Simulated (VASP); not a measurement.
# MgZn3O4 (P3m1) in VASP: notebook, part 2 of 2

VASP 6.6.1. The steps go on from the part before.

### Step 4. Single point, PBEsol

This run uses another cell than the first one, of 11.89 Å³/atom.

Input file INCAR:

```
SYSTEM = MgZn3O4
PREC = Accurate ; ENCUT = 520
EDIFF = 1E-6 ; ISMEAR = -1
SIGMA = 0.05 ; LREAL = .False.
LASPH = .True. ; NELM = 120
ALGO = Normal ; ISIF = 2
LWAVE = .False. ; LCHARG = .False.
GGA = PS ; NBANDS = 41
GGA_COMPAT = .False.
```

Input file KPOINTS:

```
Automatic mesh
0
Gamma
  6 6 2
  0 0 0
```

Input file POSCAR:

```
MgZn3O4
1.0
    3.2299240000      0.0000000000      0.0000000000
   -1.6149620000      2.7971960000      0.0000000000
    0.0000000000      0.0000000000     10.5307690000
Zn O Mg
3 4 1
Direct
    0.6666670000      0.3333330000      0.2468630000
    0.6666670000      0.3333330000      0.7420320000
    0.3333330000      0.6666670000      0.4944480000
    0.3333330000      0.6666670000      0.1869060000
    0.3333330000      0.6666670000      0.6820760000
    0.6666670000      0.3333330000      0.4344910000
    0.6666670000      0.3333330000      0.9296610000
    0.3333330000      0.6666670000      0.9919570000
```

Started as:

```bash
$ cat potpaw_PBE.64/Zn/POTCAR potpaw_PBE.64/O/POTCAR potpaw_PBE.64/Mg/POTCAR > POTCAR
$ mpirun -np 1 vasp_std > vasp.out
```

It took 81 s on 1 thread of Intel Xeon 8259CL, shared host; peak memory 0.22 GiB.

Results (log left out):

* Free energy: -41.3606 eV
* Pressure: 0.0 GPa
* Largest force: 0.679 eV/Å
* Band gap on the k mesh: 1.03 eV

Forces in eV/Å, atoms in the order of the input:
```
Zn   0.000  0.000  0.072
Zn   0.000  0.000  0.098
Zn   0.000  0.000 -0.013
O    0.000  0.000 -0.679
O    0.000  0.000  0.005
O    0.000  0.000  0.002
O    0.000  0.000  0.500
Mg   0.000  0.000  0.015
```

Stress tensor (GPa, compression positive):
```
 0.99  0.00  0.00
 0.00  0.99  0.00
 0.00  0.00 -2.13
```

Levels at points of the mesh, in eV from the valence-band top:
```tsv
k point	band 28	band 29	band 30	band 31	band 32	band 33	band 34	band 35
(0.00, 0.00, 0.00)	-0.30	-0.23	0.00	0.00	1.03	3.43	3.86	5.90
(0.50, 0.00, 0.00)	-1.37	-1.28	-1.26	-0.87	5.57	5.71	6.16	6.74
(0.00, 0.00, 0.50)	-0.28	-0.28	-0.01	-0.01	1.91	2.26	4.70	5.58
(0.50, 0.00, 0.50)	-1.42	-1.25	-1.07	-0.92	5.37	5.78	6.34	6.53
```

Caveat: the PAW data sets were made with another functional, which shifts forces and pressure a little.

### Step 5. Single point, HSE06

Input file POSCAR:

```
MgZn3O4
1.0
    3.2299240000      0.0000000000      0.0000000000
   -1.6149620000      2.7971960000      0.0000000000
    0.0000000000      0.0000000000     10.4017620000
Zn O Mg
3 4 1
Direct
    0.6666670000      0.3333330000      0.2439150000
    0.6666670000      0.3333330000      0.7449470000
    0.3333330000      0.6666670000      0.4940940000
    0.3333330000      0.6666670000      0.1818770000
    0.3333330000      0.6666670000      0.6842200000
    0.6666670000      0.3333330000      0.4338000000
    0.6666670000      0.3333330000      0.9343590000
    0.3333330000      0.6666670000      0.9912220000
```

Input file INCAR.step1:

```
PREC     = Accurate       # precision mode
ENCUT    = 520            # plane-wave cutoff, eV
EDIFF    = 1E-5           # SCF threshold, eV
ISMEAR   = -1             # smearing method
SIGMA    = 0.05           # smearing width, eV
LREAL    = F              # projectors in reciprocal space
LASPH    = T              # aspherical terms in the spheres
NELM     = 120            # most SCF steps
ALGO     = Normal         # electronic algorithm
ISIF     = 2              # what is computed and relaxed
LWAVE    = T              # write WAVECAR
NBANDS   = 41             # bands
GGA      = PE             # functional
GGA_COMPAT= F
```

Input file INCAR.step2:

```
PREC     = Accurate       # precision mode
ENCUT    = 520            # plane-wave cutoff, eV
EDIFF    = 1E-6           # SCF threshold, eV
ISMEAR   = -1             # smearing method
SIGMA    = 0.05           # smearing width, eV
LREAL    = F              # projectors in reciprocal space
LASPH    = T              # aspherical terms in the spheres
NELM     = 120            # most SCF steps
ALGO     = Normal         # electronic algorithm
ISIF     = 2              # what is computed and relaxed
LWAVE    = F              # write WAVECAR
LCHARG   = T              # write CHGCAR
GGA      = PE             # functional
LHFCALC  = T              # exact exchange
HFSCREEN = 0.2079         # screening, 1/A
PRECFOCK = Normal       
LELF     = T              # ELF
LVHAR    = T            
NBANDS   = 41             # bands
ISTART   = 1            
GGA_COMPAT= F
```

Input file KPOINTS:

```
regular mesh
0
Gamma
  4 4 1
```

Potentials or basis: VASP PAW PBE potentials, release 64 (Zn, O, Mg).

Started as:

```bash
$ cat potpaw_PBE.64/Zn/POTCAR potpaw_PBE.64/O/POTCAR potpaw_PBE.64/Mg/POTCAR > POTCAR
$ cp INCAR.step1 INCAR
$ mpirun -np 1 vasp_std > vasp.out
$ cp INCAR.step2 INCAR
$ mpirun -np 1 vasp_std > vasp.out
```

OUTCAR:

```text
PREC = Accurate
   ENCUT = 520
   EDIFF = 1E-6
   ISMEAR = -1
   LREAL = F
   LASPH = T
   NELM = 120
   ISIF = 2
   GGA = PE
   LHFCALC = T
   HFSCREEN = 0.2079
   PRECFOCK = Normal
   ISTART = 1

 ion  position               nearest neighbor table
   1  0.667  0.333  0.244-   4 1.97   4 1.97   4 1.97   6 1.98   8 3.22   8 3.22   8 3.22
   2  0.667  0.333  0.745-   5 1.97   5 1.97   5 1.97   7 1.97   8 3.17   8 3.17   8 3.17
   3  0.333  0.667  0.494-   6 1.97   6 1.97   6 1.97   5 1.98
   4  0.333  0.667  0.182-   1 1.97   1 1.97   1 1.97   8 1.98
   5  0.333  0.667  0.684-   2 1.97   2 1.97   2 1.97   3 1.98
   6  0.667  0.333  0.434-   3 1.97   3 1.97   3 1.97   1 1.98
   7  0.667  0.333  0.934-   8 1.96   8 1.96   8 1.96   2 1.97
   8  0.333  0.667  0.991-   7 1.96   7 1.96   7 1.96   4 1.98   2 3.17   2 3.17   2 3.17   1 3.22
                             1 3.22   1 3.22

  LATTYP: Found a hexagonal cell.
 ALAT       =     3.2299240000
 C/A-ratio  =     3.2204355273

  Lattice vectors:

 A1 = (   3.2299240000,   0.0000000000,   0.0000000000)
 A2 = (  -1.6149620000,   2.7971960000,   0.0000000000)
 A3 = (   0.0000000000,   0.0000000000,  10.4017620000)

Analysis of symmetry for initial positions (statically):
=====================================================================
 Subroutine PRICEL returns:
 Original cell was already a primitive cell.

 Routine SETGRP: Setting up the symmetry group for a
 hexagonal supercell.

 Subroutine GETGRP returns: Found  6 space group operations
 (whereof  6 operations were pure point group operations)
 out of a pool of 24 trial point group operations.

The static configuration has the point symmetry C_3v.

Analysis of symmetry for dynamics (positions and initial velocities):
=====================================================================
 Subroutine PRICEL returns:
 Original cell was already a primitive cell.

 Routine SETGRP: Setting up the symmetry group for a
 hexagonal supercell.

 Subroutine GETGRP returns: Found  6 space group operations
 (whereof  6 operations were pure point group operations)
 out of a pool of 24 trial point group operations.

The dynamic configuration has the point symmetry C_3v.

 Subroutine INISYM returns: Found  6 space group operations
 (whereof  6 operations are pure point group operations),
 and found     1 'primitive' translations

----------------------------------------------------------------------------------------

                                     Primitive cell

  volume of cell :      93.9771

  direct lattice vectors                    reciprocal lattice vectors
     3.229924000  0.000000000  0.000000000     0.309604808  0.178750434  0.000000000
    -1.614962000  2.797196000  0.000000000     0.000000000  0.357500869  0.000000000
     0.000000000  0.000000000 10.401762000     0.000000000  0.000000000  0.096137558

  length of vectors
     3.229924000  3.229923795 10.401762000     0.357500846  0.357500869  0.096137558

  position of ions in fractional coordinates (direct lattice)
     0.666667000  0.333333000  0.243915000
     0.666667000  0.333333000  0.744947000
[... 51 lines left out ...]
   number of dos      NEDOS =    301   number of ions     NIONS =      8
   total plane-waves  NPLWV =  46080
   dimension x,y,z NGX =    24 NGY =   24 NGZ =   80
   dimension x,y,z NGXF=    48 NGYF=   48 NGZF=  160
   ions per type =               3   4   1
   NGX,Y,Z   is equivalent  to a cutoff of  12.35, 12.35, 12.79 a.u.
   NGXF,Y,Z  is equivalent  to a cutoff of  24.71, 24.71, 25.57 a.u.
 SYSTEM =  unknown system
   PREC   = accura    normal or accurate (medium, high low for compatibility)
   ISTART =      1    job   : 0-new  1-cont  2-samecut
   ICHARG =      0    charge: 1-file 2-atom 10-const
   ISPIN  =      1    spin polarized calculation?
   LNONCOLLINEAR =      F non collinear calculations
   LSORBIT =      F    spin-orbit coupling
   LASPH  =      T    aspherical Exc in radial PAW
   ENCUT  =  520.0 eV  38.22 Ry    6.18 a.u.   6.01  6.01 19.34*2*pi/ulx,y,z
   NELM   =    120;   NELMIN=  2; NELMDL=  0     # of ELM steps
   EDIFF  = 0.1E-05   stopping-criterion for ELM
   LREAL  =      F    real-space projection
   EDIFFG = 0.1E-04   stopping-criterion for IOM
   NSW    =      0    number of steps for IOM
   IBRION =     -1    ionic relax: 0-MD 1-quasi-New 2-CG
   NFREE  =      0    steps in history (QN), initial steepest desc. (CG)
   ISIF   =      2    stress and relaxation
   ISYM   =      3    0-nonsym 1-usesym 2-fastsym
   POTIM  = 0.5000    time-step for ionic-motion
   TEBEG  =    0.0;   TEEND  =   0.0 temperature during run
   PSTRESS=    0.0 pullay stress
   NELECT =      62.0000    total number of electrons
   NUPDOWN=      -1.0000    fix difference up-down
   EMIN   =  10.00;   EMAX   =-10.00  energy-range for DOS
   EFERMI =   0.00;   METHOD = LEGACY
   ISMEAR =    -1;   SIGMA  =   0.05  broadening in eV -4-tet -1-fermi 0-gaus
   EFERMI_NEDOS =   21; number of points for ismear=-14 and -15
   IALGO  =     38    algorithm
   IMIX   =      1    mixing-type and parameters
     AMIX     =   0.40;   BMIX     =  1.00
     AMIX_MAG =   1.60;   BMIX_MAG =  1.00
  volume/ion in A,a.u.               =      11.75        79.27
  Fermi-wavevector in a.u.,A,eV,Ry     =   1.425163  2.693168 27.634671  2.031091
  Thomas-Fermi vector in A             =   2.545577
   LORBIT       =      0    0 simple, 1 ext, 2 COOP (PROOUT), +10 PAW based schemes
   GGA     = PE    functional components
   LHFCALC =     T    Hartree Fock is set to
   PRECFOCK=normal    Normal, Fast or Accurate (Low or Medium for compatibility)
   ENCUT4O =  -1.0   cutoff for four orbital integrals eV
   NKREDX  =     1    reduce k-point grid by
   NKREDY  =     1    reduce k-point grid by
   NKREDZ  =     1    reduce k-point grid by
   AEXX    =    0.2500 exact exchange contribution
   HFSCREEN=    0.2079 screening length (either q_TF or 0.3 A-1)
   HFSCREENC=   0.2079 screening length for correlation (either q_TF or 0.3 A-1)
   ENCUTFOCK=  -1.0 apply spherical cutoff to Coloumb kernel
   IVDW    =     0    specifies the selected vdW correction
   LEPSILON=     F    determine dielectric tensor
   LRPA    =     F    only Hartree local field effects (RPA)
 non-spin polarized calculation
  energy-cutoff  :      520.00
  volume of cell :       93.98
 maximum number of plane-waves:      2544
  NGX = 20; NGY = 20; NGZ = 64

 number of electron      62.0000033 magnetization

 Free energy of the ion-electron system (eV)
  ---------------------------------------------------
  ext. energy  EPLUGINS =         0.00000000
  ---------------------------------------------------
  free energy    TOTEN  =       -48.06618708 eV

  energy without entropy =      -48.06618708  energy(sigma->0) =      -48.06618708

 E-fermi :   1.3626     XC(G=0):  -8.7374

 val. band max:        0.1993460213   @ k =   0.0000   0.0000   0.0000
 cond. band min:       3.1163251535   @ k =   0.0000   0.0000   0.0000
 fundamental gap:      2.9169791322
 Fermi energy:         1.3626482604

 k-point     1 :       0.0000    0.0000    0.0000
  band No.  band energies     occupation
      1     -19.1830      2.00000
      2     -18.8248      2.00000
      3     -18.6607      2.00000
      4     -18.2412      2.00000
      5      -6.3896      2.00000
      6      -6.3676      2.00000
[... 165 lines left out ...]
     40      12.3252      0.00000
     41      13.0344      0.00000

------------------------ aborting loop because EDIFF is reached ----------------------------------------

  FORCE on cell =-STRESS in cart. coord.  units (eV):
  Direction    XX          YY          ZZ          XY          YZ          ZX
  --------------------------------------------------------------------------------------
  -------------------------------------------------------------------------------------
  Total        2.0305561      2.0305558      1.1308327      0.0000000      0.0000000      0.0000000
  in kB       34.6181185     34.6181127     19.2791031      0.0000000      0.0000000      0.0000000
  external PRESSURE =      29.5051114 kB  Pullay stress =       0.0000000 kB

 VOLUME and BASIS-vectors are now :
 -----------------------------------------------------------------------------
  energy-cutoff  :      520.00
  volume of cell :       93.98
      direct lattice vectors                 reciprocal lattice vectors
     3.229924000  0.000000000  0.000000000     0.309604808  0.178750434  0.000000000
    -1.614962000  2.797196000  0.000000000     0.000000000  0.357500869  0.000000000
     0.000000000  0.000000000 10.401762000     0.000000000  0.000000000  0.096137558

 POSITION                                       TOTAL-FORCE (eV/Angst)
 -----------------------------------------------------------------------------------
      1.61496      0.93240      2.53715         0.000000      0.000000     -0.045595
      1.61496      0.93240      7.74876         0.000000      0.000000     -0.032061
     -0.00000      1.86480      5.13945         0.000000      0.000000     -0.014243
     -0.00000      1.86480      1.89184         0.000000     -0.000000     -0.194883
     -0.00000      1.86480      7.11709        -0.000000      0.000000      0.020085
      1.61496      0.93240      4.51228         0.000000     -0.000000      0.015839
      1.61496      0.93240      9.71898        -0.000000      0.000000      0.183744
     -0.00000      1.86480     10.31046         0.000000     -0.000000      0.067114
 -----------------------------------------------------------------------------------
    total drift:                               -0.000552      0.000357      0.000727

  FREE ENERGIE OF THE ION-ELECTRON SYSTEM (eV)
  ---------------------------------------------------
  free  energy   TOTEN  =       -48.0661870839 eV

  energy  without entropy=      -48.0661870839  energy(sigma->0) =      -48.06618708
```

Run time: 36 min. Hardware: 1 thread of Intel Xeon 8259CL, shared host; peak memory 0.37 GiB.

Results:

| Property | Result |
| --- | --- |
| Free energy | -48.0662 eV |
| Pressure | 3.0 GPa |
| Largest force | 0.195 eV/Å |
| Band gap on the k mesh | 2.92 eV |

Forces on the atoms (eV/Å):
```
Zn   0.000  0.000 -0.046
Zn   0.000  0.000 -0.032
Zn   0.000  0.000 -0.014
O    0.000  0.000 -0.195
O    0.000  0.000  0.020
O    0.000  0.000  0.016
O    0.000  0.000  0.184
Mg   0.000  0.000  0.067
```

Stress tensor (GPa, compression positive):
```
3.46 0.00 0.00
0.00 3.46 0.00
0.00 0.00 1.93
```

Caveat: the k points lie up to 0.60 Å⁻¹ apart; the PAW data sets were made with another functional, which shifts forces and pressure a little.

### Step 6. The runs side by side

```tsv
level	cell	k mesh	cutoff (eV)	grid for exact exchange (PRECFOCK)	share of exact exchange	screening parameter	gap on the mesh (eV)	pressure (GPa)	largest force (eV/Å)
r2SCAN	a = 3.230, b = 3.230, c = 10.402 Å, angles 90.0, 90.0, 120.0°, 8 atoms, atomic positions A	4 × 4 × 1	580	-	-	-	1.66	1.3	0.17
PBEsol	a = 3.230, b = 3.230, c = 10.402 Å, angles 90.0, 90.0, 120.0°, 8 atoms, atomic positions A	6 × 6 × 2	520	-	-	-	1.11	1.4	0.07
PBEsol	a = 3.230, b = 3.230, c = 10.531 Å, angles 90.0, 90.0, 120.0°, 8 atoms, atomic positions B	6 × 6 × 2	520	-	-	-	1.03	0.0	0.68
HSE06	a = 3.230, b = 3.230, c = 10.402 Å, angles 90.0, 90.0, 120.0°, 8 atoms, atomic positions A	4 × 4 × 1	520	Normal	0.25	0.2079 1/Å	2.92	3.0	0.19
```

Alike in all rows: task single point; potentials or basis VASP PAW PBE potentials, release 64 (Zn, O, Mg); no spin polarisation; smearing fermi-dirac 0.05 eV.

Caveats: some runs use coarse meshes; the PAW data sets were made with another functional, which shifts forces and pressure a little.

Absolute energies hang on the potentials; compare differences alone.
